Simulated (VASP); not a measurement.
# GaN (F-43m) in VASP: settings compared

The runs below take GaN through single point, with BLYP+D4, BLYP+D3(BJ), r2SCAN+D3(BJ).

Everything below comes from runs of VASP 6.6.1. Logs are shortened: lines on timing, memory, paths and dates and some standing lists are left out, and cuts for length are marked.

**1. The cell of the first run**

The structure is cubic, space group F-43m (No. 216). The conventional cell has a = 4.566 Å, b = 4.566 Å, c = 4.566 Å, α = 90.00°, β = 90.00°, γ = 90.00°. Within 2.6 Å of Ga (site symmetry -43m) lie 4 N at 1.98 Å. Within 2.6 Å of N (site symmetry -43m) lie 4 Ga at 1.98 Å.

**2. Single point, BLYP+D4**

The input, INCAR:

```
SYSTEM = GaN
PREC = Accurate
ENCUT = 1330
EDIFF = 1E-6
ISMEAR = -1
SIGMA = 0.05
LREAL = .False.
LASPH = .True.
NELM = 120
ALGO = Normal
ISIF = 2
LWAVE = .False.
LCHARG = .False.
GGA = B5
ALDAX = 1.0
AGGAX = 1.0
AGGAC = 1.0
ALDAC = 0.0
IVDW = 13
VDW_S6 = 1.0
VDW_S8 = 2.34076671
VDW_A1 = 0.44488865
VDW_A2 = 4.0933009
NBANDS = 16
GGA_COMPAT = .False.
```

The input, KPOINTS:

```
Automatic mesh
0
Gamma
  10 10 10
  0 0 0
```

The input, POSCAR:

```
GaN
1.0
    0.0000000000      2.2831553320      2.2831553320
    2.2831553320      0.0000000000      2.2831553320
    2.2831553320      2.2831553320      0.0000000000
Ga N
1 1
Direct
    0.0000000000      0.0000000000      0.0000000000
    0.2500000000      0.2500000000      0.2500000000
```

Potentials or basis: VASP PAW PBE potentials, release 64 (Ga_d, N_h).

The run is started by

```
> cat potpaw_PBE.64/Ga_d/POTCAR potpaw_PBE.64/N_h/POTCAR > POTCAR
> mpirun -np 1 vasp_std > vasp.out
```

OUTCAR:

```text
SYSTEM = GaN
   PREC = Accurate
   ENCUT = 1330
   EDIFF = 1E-6
   ISMEAR = -1
   LREAL = .False.
   LASPH = .True.
   NELM = 120
   ISIF = 2
   GGA = B5
   IVDW = 13

 ion  position               nearest neighbor table
   1  0.000  0.000  0.000-   2 1.98   2 1.98   2 1.98   2 1.98
   2  0.250  0.250  0.250-   1 1.98   1 1.98   1 1.98   1 1.98

  LATTYP: Found a face centered cubic cell.
 ALAT       =     4.5663106640

  Lattice vectors:

 A1 = (   0.0000000000,   2.2831553320,   2.2831553320)
 A2 = (   2.2831553320,   0.0000000000,   2.2831553320)
 A3 = (   2.2831553320,   2.2831553320,   0.0000000000)

Analysis of symmetry for initial positions (statically):
=====================================================================
 Subroutine PRICEL returns:
 Original cell was already a primitive cell.

 Routine SETGRP: Setting up the symmetry group for a
 face centered cubic supercell.

 Subroutine GETGRP returns: Found 24 space group operations
 (whereof 24 operations were pure point group operations)
 out of a pool of 48 trial point group operations.

The static configuration has the point symmetry T_d .

Analysis of symmetry for dynamics (positions and initial velocities):
=====================================================================
 Subroutine PRICEL returns:
 Original cell was already a primitive cell.

 Routine SETGRP: Setting up the symmetry group for a
 face centered cubic supercell.

 Subroutine GETGRP returns: Found 24 space group operations
 (whereof 24 operations were pure point group operations)
 out of a pool of 48 trial point group operations.

The dynamic configuration has the point symmetry T_d .

 Subroutine INISYM returns: Found 24 space group operations
 (whereof 24 operations are pure point group operations),
 and found     1 'primitive' translations

----------------------------------------------------------------------------------------

                                     Primitive cell

  volume of cell :      23.8033

  direct lattice vectors                    reciprocal lattice vectors
     0.000000000  2.283155332  2.283155332    -0.218995174  0.218995174  0.218995174
     2.283155332  0.000000000  2.283155332     0.218995174 -0.218995174  0.218995174
     2.283155332  2.283155332  0.000000000     0.218995174  0.218995174 -0.218995174

  length of vectors
     3.228869236  3.228869236  3.228869236     0.379310769  0.379310769  0.379310769

  position of ions in fractional coordinates (direct lattice)
     0.000000000  0.000000000  0.000000000
     0.250000000  0.250000000  0.250000000

  ion indices of the primitive-cell ions
   primitive index   ion index
                 1           1
                 2           2

----------------------------------------------------------------------------------------

 KPOINTS: Automatic mesh

Automatic generation of k-mesh.
 Grid dimensions read from file:
 generate k-points for:   10   10   10

 Generating k-lattice:

  Cartesian coordinates                     Fractional coordinates (reciprocal lattice)
    -0.021899517  0.021899517  0.021899517     0.100000000  0.000000000  0.000000000
     0.021899517 -0.021899517  0.021899517     0.000000000  0.100000000  0.000000000
     0.021899517  0.021899517 -0.021899517     0.000000000  0.000000000  0.100000000

  Length of vectors
     0.037931077  0.037931077  0.037931077

  Shift w.r.t. Gamma in fractional coordinates (k-lattice)
     0.000000000  0.000000000  0.000000000

 Subroutine IBZKPT returns following result:
 ===========================================

 Found     47 irreducible k-points:

 Following reciprocal coordinates:
            Coordinates               Weight
  0.000000  0.000000  0.000000      1.000000
  0.100000  0.000000  0.000000      8.000000
  0.200000  0.000000  0.000000      8.000000
  0.300000  0.000000  0.000000      8.000000
  0.400000  0.000000  0.000000      8.000000
  0.500000  0.000000  0.000000      4.000000
[... 16 lines left out ...]
  0.300000  0.300000  0.000000      6.000000
  0.400000  0.300000  0.000000     24.000000
 [... further k-points ...]
   k-points           NKPTS =     47   k-points in BZ     NKDIM =     47   number of bands    NBANDS=     16
   number of dos      NEDOS =    301   number of ions     NIONS =      2
   total plane-waves  NPLWV =  64000
   dimension x,y,z NGX =    40 NGY =   40 NGZ =   40
   dimension x,y,z NGXF=    80 NGYF=   80 NGZF=   80
   ions per type =               1   1
   NGX,Y,Z   is equivalent  to a cutoff of  20.59, 20.59, 20.59 a.u.
   NGXF,Y,Z  is equivalent  to a cutoff of  41.19, 41.19, 41.19 a.u.
 SYSTEM =  GaN
   PREC   = accura    normal or accurate (medium, high low for compatibility)
   ISTART =      0    job   : 0-new  1-cont  2-samecut
   ICHARG =      2    charge: 1-file 2-atom 10-const
   ISPIN  =      1    spin polarized calculation?
   LNONCOLLINEAR =      F non collinear calculations
   LSORBIT =      F    spin-orbit coupling
   LASPH  =      T    aspherical Exc in radial PAW
   ENCUT  = 1330.0 eV  97.75 Ry    9.89 a.u.   9.60  9.60  9.60*2*pi/ulx,y,z
   NELM   =    120;   NELMIN=  2; NELMDL= -5     # of ELM steps
   EDIFF  = 0.1E-05   stopping-criterion for ELM
   LREAL  =      F    real-space projection
   EDIFFG = 0.1E-04   stopping-criterion for IOM
   NSW    =      0    number of steps for IOM
   IBRION =     -1    ionic relax: 0-MD 1-quasi-New 2-CG
   NFREE  =      0    steps in history (QN), initial steepest desc. (CG)
   ISIF   =      2    stress and relaxation
   ISYM   =      2    0-nonsym 1-usesym 2-fastsym
   POTIM  = 0.5000    time-step for ionic-motion
   TEBEG  =    0.0;   TEEND  =   0.0 temperature during run
   PSTRESS=    0.0 pullay stress
   NELECT =      18.0000    total number of electrons
   NUPDOWN=      -1.0000    fix difference up-down
   EMIN   =  10.00;   EMAX   =-10.00  energy-range for DOS
   EFERMI =   0.00;   METHOD = LEGACY
   ISMEAR =    -1;   SIGMA  =   0.05  broadening in eV -4-tet -1-fermi 0-gaus
   EFERMI_NEDOS =   21; number of points for ismear=-14 and -15
   IALGO  =     38    algorithm
   IMIX   =      4    mixing-type and parameters
     AMIX     =   0.40;   BMIX     =  1.00
     AMIX_MAG =   1.60;   BMIX_MAG =  1.00
  volume/ion in A,a.u.               =      11.90        80.32
  Fermi-wavevector in a.u.,A,eV,Ry     =   1.491490  2.818507 30.266718  2.224541
  Thomas-Fermi vector in A             =   2.604138
   LORBIT       =      0    0 simple, 1 ext, 2 COOP (PROOUT), +10 PAW based schemes
   GGA     = B5    functional components
   LHFCALC =     F    Hartree Fock is set to
   AEXX    =    0.0000 exact exchange contribution
   IVDW    =    13    specifies the selected vdW correction
   LEPSILON=     F    determine dielectric tensor
   LRPA    =     F    only Hartree local field effects (RPA)
 non-spin polarized calculation
  energy-cutoff  :     1330.00
  volume of cell :       23.80
 maximum number of plane-waves:      2685
 NGX is ok and might be reduce to    40
   NGX = 19   NGY = 19   NGZ = 19

 number of electron      18.0000001 magnetization

 Free energy of the ion-electron system (eV)
  ---------------------------------------------------
  ext. energy  EPLUGINS =         0.00000000
  ---------------------------------------------------
  free energy    TOTEN  =       -11.02407823 eV

  energy without entropy =      -11.02407823  energy(sigma->0) =      -11.02407823

 E-fermi :   6.3688     XC(G=0): -10.9149

 val. band max:        5.5452109497   @ k =   0.0000   0.0000   0.0000
 cond. band min:       7.0990565681   @ k =   0.0000   0.0000   0.0000
 fundamental gap:      1.5538456185
 Fermi energy:         6.3687861359

 k-point     1 :       0.0000    0.0000    0.0000
  band No.  band energies     occupation
      1      -9.9798      2.00000
      2      -7.9740      2.00000
      3      -7.9740      2.00000
      4      -7.9740      2.00000
      5      -7.6965      2.00000
      6      -7.6965      2.00000
[... 8 lines left out ...]
     15      24.3454      0.00000
     16      24.3454      0.00000

 k-point     2 :       0.1000    0.0000    0.0000
  band No.  band energies     occupation
      1      -9.8834      2.00000
      2      -7.9620      2.00000
      3      -7.9620      2.00000
      4      -7.9278      2.00000
      5      -7.6975      2.00000
      6      -7.6975      2.00000
[... 8 lines left out ...]
     15      23.0529      0.00000
     16      23.0626      0.00000

 k-point     3 :       0.2000    0.0000    0.0000
  band No.  band energies     occupation
      1      -9.6520      2.00000
      2      -7.9343      2.00000
      3      -7.9343      2.00000
      4      -7.7407      2.00000
      5      -7.6962      2.00000
      6      -7.6962      2.00000
[... 8 lines left out ...]
     15      22.2953      0.00000
     16      22.2953      0.00000

 k-point     4 :       0.3000    0.0000    0.0000
  band No.  band energies     occupation
      1      -9.4312      2.00000
      2      -7.9097      2.00000
      3      -7.9097      2.00000
      4      -7.6840      2.00000
      5      -7.6840      2.00000
      6      -7.3125      2.00000
[... 8 lines left out ...]
     15      22.6982      0.00000
     16      22.6982      0.00000

 k-point     5 :       0.4000    0.0000    0.0000
  band No.  band energies     occupation
      1      -9.3161      2.00000
      2      -7.8991      2.00000
      3      -7.8991      2.00000
      4      -7.6642      2.00000
      5      -7.6642      2.00000
      6      -6.7089      2.00000
[... 8 lines left out ...]
     15      23.9605      0.00000
     16      23.9605      0.00000

 k-point     6 :       0.5000    0.0000    0.0000
  band No.  band energies     occupation
      1      -9.2858      2.00000
      2      -7.8971      2.00000
      3      -7.8971      2.00000
      4      -7.6544      2.00000
      5      -7.6544      2.00000
      6      -6.3753      2.00000
[... 8 lines left out ...]
     15      24.8615      0.00000
     16      24.8615      0.00000

 k-point     7 :       0.1000    0.1000    0.0000
  band No.  band energies     occupation
      1      -9.8520      2.00000
      2      -7.9511      2.00000
      3      -7.9511      2.00000
      4      -7.9269      2.00000
      5      -7.7048      2.00000
      6      -7.6900      2.00000
[... 8 lines left out ...]
     15      24.2069      0.00000
     16      25.0166      0.00000

 k-point     8 :       0.2000    0.1000    0.0000
  band No.  band energies     occupation
      1      -9.6676      2.00000
      2      -7.9318      2.00000
      3      -7.9223      2.00000
      4      -7.8052      2.00000
      5      -7.6936      2.00000
      6      -7.6834      2.00000
[... 8 lines left out ...]
     15      24.0788      0.00000
     16      24.1622      0.00000

 k-point     9 :       0.3000    0.1000    0.0000
  band No.  band energies     occupation
      1      -9.4505      2.00000
      2      -7.9102      2.00000
      3      -7.8941      2.00000
      4      -7.7300      2.00000
      5      -7.6721      2.00000
      6      -7.4045      2.00000
[... 8 lines left out ...]
     15      23.2836      0.00000
     16      24.0844      0.00000
[... 172 lines left out ...]
 k-point    19 :       0.5000    0.2000    0.0000
  band No.  band energies     occupation
      1      -9.2276      2.00000
      2      -7.8806      2.00000
      3      -7.8293      2.00000
      4      -7.7292      2.00000
      5      -7.6509      2.00000
      6      -6.2575      2.00000
[... 8 lines left out ...]
     15      25.6248      0.00000
     16      25.8308      0.00000

 k-point    20 :      -0.4000    0.2000    0.0000
  band No.  band energies     occupation
      1      -9.2234      2.00000
      2      -7.8856      2.00000
      3      -7.8346      2.00000
      4      -7.7033      2.00000
      5      -7.6719      2.00000
      6      -6.1446      2.00000
[... 8 lines left out ...]
     15      23.9759      0.00000
     16      25.6412      0.00000

 k-point    21 :      -0.3000    0.2000    0.0000
  band No.  band energies     occupation
      1      -9.2625      2.00000
      2      -7.8877      2.00000
      3      -7.8504      2.00000
      4      -7.7013      2.00000
      5      -7.6950      2.00000
      6      -6.5790      2.00000
[... 8 lines left out ...]
     15      22.5395      0.00000
     16      25.9317      0.00000

 k-point    22 :      -0.2000    0.2000    0.0000
  band No.  band energies     occupation
      1      -9.3635      2.00000
      2      -7.8944      2.00000
      3      -7.8827      2.00000
      4      -7.7151      2.00000
      5      -7.6990      2.00000
      6      -7.1409      2.00000
[... 8 lines left out ...]
     15      22.6600      0.00000
     16      25.8355      0.00000

 k-point    23 :       0.3000    0.3000    0.0000
  band No.  band energies     occupation
      1      -9.3020      2.00000
      2      -7.8322      2.00000
      3      -7.8074      2.00000
      4      -7.8074      2.00000
      5      -7.6519      2.00000
      6      -7.1042      2.00000
[... 8 lines left out ...]
     15      27.3327      0.00000
     16      27.5587      0.00000

 k-point    24 :       0.4000    0.3000    0.0000
  band No.  band energies     occupation
      1      -9.2292      2.00000
      2      -7.8514      2.00000
      3      -7.7772      2.00000
      4      -7.7769      2.00000
      5      -7.6429      2.00000
      6      -6.6445      2.00000
[... 8 lines left out ...]
     15      27.4058      0.00000
     16      27.6755      0.00000

 [... further k-points ...]

------------------------ aborting loop because EDIFF is reached ----------------------------------------

  DFT-D4 for vdW energy calculation

  Edisp (eV):   -1.46577

  FORCE on cell =-STRESS in cart. coord.  units (eV):
  Direction    XX          YY          ZZ          XY          YZ          ZX
  --------------------------------------------------------------------------------------
  -------------------------------------------------------------------------------------
  Total      -0.89813    -0.89813    -0.89813    -0.00000    -0.00000     0.00000
  in kB     -60.45215   -60.45215   -60.45215    -0.00000    -0.00000     0.00000
  external pressure =      -60.45 kB  Pullay stress =        0.00 kB

 VOLUME and BASIS-vectors are now :
 -----------------------------------------------------------------------------
  energy-cutoff  :     1330.00
  volume of cell :       23.80
      direct lattice vectors                 reciprocal lattice vectors
     0.000000000  2.283155332  2.283155332    -0.218995174  0.218995174  0.218995174
     2.283155332  0.000000000  2.283155332     0.218995174 -0.218995174  0.218995174
     2.283155332  2.283155332  0.000000000     0.218995174  0.218995174 -0.218995174

 POSITION                                       TOTAL-FORCE (eV/Angst)
 -----------------------------------------------------------------------------------
      0.00000      0.00000      0.00000        -0.000000     -0.000000     -0.000000
      1.14158      1.14158      1.14158         0.000000      0.000000      0.000000
 -----------------------------------------------------------------------------------
    total drift:                               -0.000000     -0.000000     -0.000000

  FREE ENERGIE OF THE ION-ELECTRON SYSTEM (eV)
  ---------------------------------------------------
  free  energy   TOTEN  =       -12.4898472148 eV

  energy  without entropy=      -12.4898472132  energy(sigma->0) =      -12.48984721
```

It took 70 s on 1 thread of Intel Xeon Platinum 8259CL at 2.50GHz (Skylake/Cascade Lake), shared host; peak memory 0.29 GiB.

Results:

```yaml
Free_energy: -12.4898 eV
Pressure: -6.0 GPa
Band_gap_on_the_k_mesh: 1.55 eV
Dispersion_energy_per_atom: -0.733 eV
```

Caveat: the cell stands under tension; the PAW data sets were made with another functional, which shifts forces and pressure a little.

**3. Single point, BLYP+D3(BJ)**

This run uses another cell than the first one, of 11.21 Å³/atom.

The input, INCAR:

```
PREC = Accurate
ENCUT = 1330
EDIFF = 1E-6
ISMEAR = -1
SIGMA = 0.05
LREAL = F
LASPH = T
NELM = 120
ALGO = Normal
ISIF = 2
LWAVE = F
LCHARG = F
GGA = B5
ALDAX = 1.0
AGGAX = 1.0
AGGAC = 1.0
ALDAC = 0.0
IVDW = 12
VDW_S6 = 1.0
VDW_S8 = 2.6996
VDW_A1 = 0.4298
VDW_A2 = 4.2359
NBANDS = 16
GGA_COMPAT = F
```

The input, KPOINTS:

```
regular mesh
0
Gamma
  10 10 10
```

The input, POSCAR:

```
GaN
1.0
    0.0000000000      2.2383759866      2.2383759866
    2.2383759866      0.0000000000      2.2383759866
    2.2383759866      2.2383759866      0.0000000000
Ga N
1 1
Direct
    0.0000000000      0.0000000000      0.0000000000
    0.2500000000      0.2500000000      0.2500000000
```

Potentials or basis: VASP PAW PBE potentials, release 64 (Ga_d, N_h).

The run is started by

```
> cat potpaw_PBE.64/Ga_d/POTCAR potpaw_PBE.64/N_h/POTCAR > POTCAR
> mpirun -np 1 vasp_std > vasp.out
```

It took 69 s on 1 thread of Intel Xeon Platinum 8259CL at 2.50GHz (Skylake/Cascade Lake), shared host; peak memory 0.29 GiB.

It converged, with:

- Free energy: -12.0795 eV
- Pressure: 7.9 GPa
- Band gap on the k mesh: 1.95 eV
- Dispersion energy per atom: -0.572 eV

Levels at points of the mesh, in eV from the valence-band top:
```csv
k point,band 5,band 6,band 7,band 8,band 9,band 10,band 11,band 12,band 13,band 14
"(0.00, 0.00, 0.00)",-13.23,-13.23,0.00,0.00,0.00,1.95,10.44,10.44,10.44,18.14
"(0.50, 0.00, 0.00)",-13.18,-11.92,-7.09,-0.99,-0.99,4.82,8.97,10.54,10.54,16.08
"(0.50, 0.50, 0.00)",-13.15,-11.47,-6.18,-2.74,-2.74,3.61,6.82,11.99,14.15,14.15
```

Caveat: the cell stands under pressure; the PAW data sets were made with another functional, which shifts forces and pressure a little.

(Continued in part 2 of 2.)
